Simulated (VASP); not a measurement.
Here is a VASP 6.6.1 calculation.

INCAR

```
SYSTEM = RbBr
  PREC = Accurate
  ENCUT = 520
  EDIFF = 1E-6
  ISMEAR = 0
  SIGMA = 0.05
  LREAL = .False.
  LASPH = .True.
  NELM = 60
  ALGO = Normal
  ISIF = 2
  LWAVE = .False.
  LCHARG = .False.
  GGA = PS
  NBANDS = 15
```

Contents of KPOINTS:

```
Automatic mesh
0
Gamma
  6 6 6
  0 0 0
```

Contents of POSCAR:

```
RbBr
1.0
    0.0000000000      3.7234534543      2.9042936943
    3.7234534543      0.0000000000      2.9042936943
    3.7234534543      3.7234534543      0.0000000000
Rb Br
1 1
Direct
    0.0000000000      0.0000000000      0.0000000000
    0.5000000000      0.5000000000      0.5000000000
```

Potentials or basis: VASP PAW PBE potentials, release 64 (Rb_sv, Br).

Run with:

```console
$ cat potpaw_PBE.64/Rb_sv/POTCAR potpaw_PBE.64/Br/POTCAR > POTCAR
$ mpirun -np 1 vasp_std > vasp.out
```

Task: What does it give for the band gap on the k mesh?

Result: 3.49 eV.

Task: Estimate the pressure.

Result: 3.7 GPa.

Stress tensor (GPa, compression positive):
```
-1.23  0.00  0.00
 0.00 -1.23  0.00
 0.00  0.00 13.51
```

Caveat: the cell stands under pressure; the PAW data sets were made with another functional, which shifts forces and pressure a little.
